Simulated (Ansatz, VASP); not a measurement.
## SrTiO3: VASP beside Ansatz

Contents of POSCAR:

```
SrTiO3
1.0
    3.9068514982      0.0000000000      0.0000000000
    0.0000000000      3.9068514982      0.0000000000
    0.0000000000      0.0000000000      3.9068514982
Sr Ti O
1 1 3
Direct
    0.5000000000      0.5000000000      0.5000000000
    0.0000000000      0.0000000000      0.0000000000
    0.5000000000      0.0000000000      0.0000000000
    0.0000000000      0.5000000000      0.0000000000
    0.0000000000      0.0000000000      0.5000000000
```

The input INCAR.step1:

```
SYSTEM = SrTiO3
PREC     = Accurate       ! precision mode
ENCUT    = 520            ! plane-wave cutoff, eV
EDIFF    = 1E-5           ! SCF threshold, eV
ISMEAR   = 0              ! smearing method
SIGMA    = 0.01           ! smearing width, eV
LREAL    = .FALSE.        ! projectors in reciprocal space
LASPH    = .TRUE.         ! aspherical terms in the spheres
NELM     = 80             ! most SCF steps
ALGO     = Normal         ! electronic algorithm
ISIF     = 2              ! what is computed and relaxed
LWAVE    = .TRUE.         ! write WAVECAR
LCHARG   = .FALSE.        ! write CHGCAR
NBANDS   = 28             ! bands
GGA      = PE             ! functional
```

File INCAR.step2:

```
SYSTEM = SrTiO3
PREC     = Accurate       ! precision mode
ENCUT    = 520            ! plane-wave cutoff, eV
EDIFF    = 1E-6           ! SCF threshold, eV
ISMEAR   = 0              ! smearing method
SIGMA    = 0.01           ! smearing width, eV
LREAL    = .FALSE.        ! projectors in reciprocal space
LASPH    = .TRUE.         ! aspherical terms in the spheres
NELM     = 80             ! most SCF steps
ALGO     = Normal         ! electronic algorithm
ISIF     = 2              ! what is computed and relaxed
LWAVE    = .FALSE.        ! write WAVECAR
LCHARG   = .FALSE.        ! write CHGCAR
GGA      = PE             ! functional
LHFCALC  = .TRUE.         ! exact exchange
HFSCREEN = 0.2079         ! screening, 1/A
PRECFOCK = Fast         
NBANDS   = 28             ! bands
ISTART   = 1
```

The input KPOINTS:

```
Automatic mesh
0
G
  4 4 4
  0 0 0
```

Input for Ansatz:

```yaml
crystal:
  lattice:
    - [3.9068514982, 0.0, 0.0]
    - [0.0, 3.9068514982, 0.0]
    - [0.0, 0.0, 3.9068514982]
  atoms:
    - { symbol: Sr, position: [0.5, 0.5, 0.5] }
    - { symbol: Ti, position: [0.0, 0.0, 0.0] }
    - { symbol: O, position: [0.5, 0.0, 0.0] }
    - { symbol: O, position: [0.0, 0.5, 0.0] }
    - { symbol: O, position: [0.0, 0.0, 0.5] }
kpoints:
  mp_grid: { grid: [4, 4, 4] }
  band_path:
    path: [[0.0, 0.0, 0.0], [0.0, 0.5, 0.0], [0.5, 0.5, 0.0], [0.5, 0.5, 0.5]]
    npoints: 1
hamiltonian:
  xc: hse06
scf:
  occupations: { method: fixed }
  n_extra_bands: 5
output:
  forces: true
  stress: true
  eigenvalues: true
  write_density: true
  write_potential: true
  elf: true
  volumetric_format: npy
```

Alike in both runs: task single point; functional HSE06; k mesh 4 × 4 × 4; no spin polarisation.

|  | VASP | Ansatz |
| --- | --- | --- |
| version | VASP 6.6.1 | Ansatz 0.2.0 |
| potentials or method | VASP PAW PBE potentials, release 64 (Sr_sv, Ti_sv, O) | plane waves, PAW |
| plane-wave cutoff (eV) | 520 | 420 |
| occupations | gaussian, width 0.01 eV | fixed |
| valence electrons in the cell | 40 | 40 |

Ansatz gave:

- gap on the k mesh at the Fermi level (eV): 3.32
- pressure (GPa): -1.7

**Question.** What did VASP give for the same quantities?

**Answer.** gap on the k mesh at the Fermi level (eV): 3.29; pressure (GPa): -1.1.

Ansatz's warnings: stress exchange threshold loose, stress scf threshold loose.
